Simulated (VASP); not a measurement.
Hf2Ti:

```
CELL_PARAMETERS angstrom
3.77525 0.00000 0.00000
-1.88763 3.26946 0.00000
0.00000 0.00000 4.07627
ATOMIC_POSITIONS crystal
Hf 0.33333 0.66667 0.50000
Hf 0.66667 0.33333 0.50000
Ti 0.00000 0.00000 0.00000
```

```yaml
Program: VASP 6.6.1
Task: relaxation of cell and atoms
Functional: PBE
Potentials_or_basis: VASP PAW PBE potentials, release 64 (Hf_pv, Ti_sv)
Cutoff: 600 eV
k_mesh: 6 × 6 × 4
Occupations: gaussian, width 0.1 eV
Spin: no spin polarisation
```

At the start: pressure 57.1 GPa; volume 16.77 Å³/atom.

How do energy, volume and symmetry change on relaxing?

Over 11 steps the energy falls by 2471.1 meV/atom and the volume is 20.38 Å³/atom (+21.5 %); space group P6/mmm (No. 191, to 0.05 Å).

The path:
```
step  energy change (eV)  largest force (eV/Å)  pressure (GPa)  volume (Å³)
   1              0.0000                0.0000           57.11        50.31
   2             -3.3314                0.0000          -19.00       101.88
   3             -5.0665                0.0000           -8.87        75.56
   4             -6.9428                0.0000           -6.34        66.15
   5             27.7172                0.0000          373.72        37.51
   6             -7.0582                0.0000           -5.77        65.39
   7             -7.3221                0.0000            4.95        58.79
   8             -7.4121                0.0000           -0.03        61.14
   9             -7.4127                0.0000            0.56        60.83
  10             -7.4128                0.0000           -0.54        61.45
  11             -7.4133                0.0000            0.00        61.14
```

Final structure:
```
Hf Ti
1.0
     4.86581    0.00000    0.00000
    -2.43290    4.21391    0.00000
     0.00000    0.00000    2.98186
Hf Ti
2 1
Direct
  0.33333 0.66667 0.50000
  0.66667 0.33333 0.50000
  0.00000 0.00000 0.00000
```

Caveat: the k points lie up to 0.53 Å⁻¹ apart in the final cell; the volume moved by over 15 % at a fixed basis, so the end points are rough.
